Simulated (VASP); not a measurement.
Set up this calculation in VASP 6.6.1, as the native input.

| Quantity | Value |
| --- | --- |
| Task | single point |
| Functional | PBE |
| Potentials or basis | VASP PAW PBE potentials, release 64 (Sc_sv, Mo_sv) |
| Cutoff | 520 eV |
| k mesh | 6 × 6 × 6 |
| Occupations | gaussian, width 0.1 eV |
| Spin | no spin polarisation |
| Dipole correction | no |
| Further INCAR settings | ALGO = Normal; EDIFF = 1e-06; NBANDS = 25 |

The structure of Sc2Mo lies in POSCAR:

```
Sc2Mo
1.0
    4.4528879900      0.0000000000      0.0000000000
   -2.2264439900      3.8563141200      0.0000000000
    0.0000000000      0.0000000000      3.1538962700
Sc Mo
2 1
Direct
    0.6666666700      0.3333333300      0.5000000000
    0.3333333300      0.6666666700      0.5000000000
    0.0000000000      0.0000000000      0.0000000000
```

The cell was generated, and may not be a known phase.

One way to write it, as run:

INCAR

```
SYSTEM = Sc2Mo
PREC = Accurate
ENCUT = 520
EDIFF = 1E-6
ISMEAR = 0
SIGMA = 0.1
LREAL = .FALSE.
LASPH = .TRUE.
NELM = 60
ALGO = Normal
ISIF = 2
LWAVE = .FALSE.
LCHARG = .FALSE.
GGA = PE
NBANDS = 25
```

KPOINTS

```
Automatic mesh
0
G
  6 6 6
  0 0 0
```

Potentials or basis: VASP PAW PBE potentials, release 64 (Sc_sv, Mo_sv).

The run is started by

```console
$ cat potpaw_PBE.64/Sc_sv/POTCAR potpaw_PBE.64/Mo_sv/POTCAR > POTCAR
$ mpirun -np 1 vasp_std > vasp.out
```

It gave:

| Property | Result |
| --- | --- |
| Pressure | 8.7 GPa |
| Band gap on the k mesh | zero (bands 18 and 19 overlap by 0.64 eV) |

Caveat: the stress differs along the axes, from -9 to 18 GPa.

Run time: 33 s on 1 thread of Oxide Virtual Turin-like Processor, on a shared host, peak memory 0.16 GiB.
